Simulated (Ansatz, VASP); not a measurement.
ZnS in VASP and in Ansatz

Contents of INCAR:

```
ALGO = Normal ; EDIFF = 1E-6
ENCUT = 520 ; GGA = PS
ISIF = 2 ; ISMEAR = 0
LASPH = True ; LCHARG = False
LREAL = False ; LWAVE = False
NBANDS = 36 ; NELM = 100
PREC = Accurate ; SIGMA = 0.01
```

File KPOINTS:

```
k-points
0
Gamma
  6 6 6
```

File POSCAR:

```
ZnS
1.0
    1.9030710000      1.0987390000      9.3519480000
   -1.9030710000      1.0987390000      9.3519480000
    0.0000000000     -2.1974770000      9.3519480000
Zn S
3 3
Direct
    0.9999710000      0.9999710000      0.9999710000
    0.2222690000      0.2222690000      0.2222690000
    0.4446130000      0.4446130000      0.4446130000
    0.0832670000      0.0832670000      0.0832670000
    0.5278420000      0.5278420000      0.5278420000
    0.3053630000      0.3053630000      0.3053630000
```

Input for Ansatz:

```yaml
crystal:
  lattice:
    - [1.903071, 1.098739, 9.351948]
    - [-1.903071, 1.098739, 9.351948]
    - [0.0, -2.197477, 9.351948]
  atoms:
    - { symbol: Zn, position: [0.999971, 0.999971, 0.999971] }
    - { symbol: Zn, position: [0.222269, 0.222269, 0.222269] }
    - { symbol: Zn, position: [0.4446129999999999, 0.444613, 0.4446129999999999] }
    - { symbol: S, position: [0.083267, 0.083267, 0.08326700000000001] }
    - { symbol: S, position: [0.527842, 0.527842, 0.527842] }
    - { symbol: S, position: [0.305363, 0.305363, 0.305363] }
kpoints:
  mp_grid:
    grid: [6, 6, 6]
    shift: [0.0, 0.0, 0.0]
hamiltonian:
  xc: pbesol
  pseudopotentials:
    kind: paw
scf:
  convergence:
    dr2_threshold: 1.0e-10
  occupations:
    method: fixed
output:
  eigenvalues: true
```

Alike in both runs: task single point; functional PBEsol; k mesh 6 × 6 × 6; no spin polarisation.

|  | VASP | Ansatz |
| --- | --- | --- |
| version | VASP 6.6.1 | Ansatz 0.2.0 |
| potentials or method | VASP PAW PBE potentials, release 64 (Zn, S) | plane waves, PAW |
| plane-wave cutoff (eV) | 520 | 420 |
| occupations | gaussian, width 0.01 eV | fixed |
| valence electrons in the cell | 54 | 54 |

|  | VASP | Ansatz | Ansatz less VASP |
| --- | --- | --- | --- |
| gap on the k mesh at the Fermi level (eV) | 2.06 | 2.06 | -0.006 |

VASP's potentials were made for PBE, not for PBEsol.
